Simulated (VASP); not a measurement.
Write the native input for VASP 6.6.1 that does the following.

- Task: single point
- Functional: PBE
- Potentials or basis: VASP PAW PBE potentials, release 64 (Si)
- Cutoff: 520 eV
- k mesh: 10 × 10 × 10
- Occupations: gaussian, width 0.05 eV
- Spin: no spin polarisation
- Dipole correction: no
- Further INCAR settings: ALGO = Normal; EDIFF = 1e-07; NBANDS = 11

The structure of Si lies in POSCAR:

```
Si
1.0
    0.0000000000      2.8096986000      2.3421647529
    2.8096986000      0.0000000000      2.3421647529
    2.8096986000      2.8096986000      0.0000000000
Si
2
Direct
    0.5000000000      0.5000000000      0.5000000000
    0.7500000000      0.7500000000      0.7500000000
```

This cell differs from its parent crystal: volume 18.490 Å^3 an atom, c/a of the conventional cell 0.8336.

One way to write it, as run:

INCAR

```
PREC = Accurate
ENCUT = 520
EDIFF = 1E-7
ISMEAR = 0
SIGMA = 0.05
LREAL = F
LASPH = T
NELM = 80
ALGO = Normal
ISIF = 2
LWAVE = F
LCHARG = T
GGA = PE
LELF = T
LVHAR = T
NBANDS = 11
```

KPOINTS

```
regular mesh
0
Gamma
  10 10 10
```

Potentials or basis: VASP PAW PBE potentials, release 64 (Si).

Command:

```sh
$ cat potpaw_PBE.64/Si/POTCAR > POTCAR
$ mpirun -np 1 vasp_std > vasp.out
```

It gave:

```json
{"Pressure": "8.9 GPa", "Band gap on the k mesh": "zero (band 4 reaches 7.44 eV, above the bottom of band 5 at 6.00 eV)"}
```

Wall time 56 s on 1 thread of Intel Xeon 8259CL, with other jobs on the host, peak memory 0.17 GiB.
